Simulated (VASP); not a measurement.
Write the native input for VASP 6.6.1 that does the following.

| Item | Value |
| --- | --- |
| Task | single point |
| Functional | PBE |
| Potentials or basis | VASP PAW PBE potentials, release 64 (Zr_sv) |
| Cutoff | 520 eV |
| k mesh | 11 × 11 × 11 |
| Occupations | fermi-dirac, width 0.08 eV |
| Spin | no spin polarisation |
| Dipole correction | no |
| Further INCAR settings | ALGO = Normal; EDIFF = 1e-06; NBANDS = 19 |

The structure of Zr lies in POSCAR:

```
Zr
1.0
    0.0000000000      2.9638784902      2.9638784902
    2.9638784902      0.0000000000      2.9638784902
    2.9638784902      2.9638784902      0.0000000000
Zr
2
Direct
   -0.1250000000     -0.1250000000     -0.1250000000
    0.1250000000      0.1250000000      0.1250000000
```

This cell differs from its parent crystal: volume scaled by 0.84.

These files were run (other wordings do the same):

INCAR

```
SYSTEM = Zr
  PREC = Accurate
  ENCUT = 520
  EDIFF = 1E-6
  ISMEAR = -1
  SIGMA = 0.08
  LREAL = .FALSE.
  LASPH = .TRUE.
  NELM = 100
  ALGO = Normal
  ISIF = 2
  LWAVE = .FALSE.
  LCHARG = .FALSE.
  GGA = PE
  NBANDS = 19
```

KPOINTS

```
Automatic mesh
0
G
  11 11 11
  0 0 0
```

Potentials or basis: VASP PAW PBE potentials, release 64 (Zr_sv).

Launch:

```bash
$ cat potpaw_PBE.64/Zr_sv/POTCAR > POTCAR
$ mpirun -np 1 vasp_std > vasp.out
```

Results of the run:

```json
{"Pressure": "8.2 GPa", "Band gap on the k mesh": "zero (band 12 reaches 7.43 eV, above the bottom of band 13 at 6.97 eV)"}
```

It took 19 s on 1 thread of Intel(R) Xeon(R) 6975P-C (Granite Rapids) (shared host), peak memory 0.19 GiB.
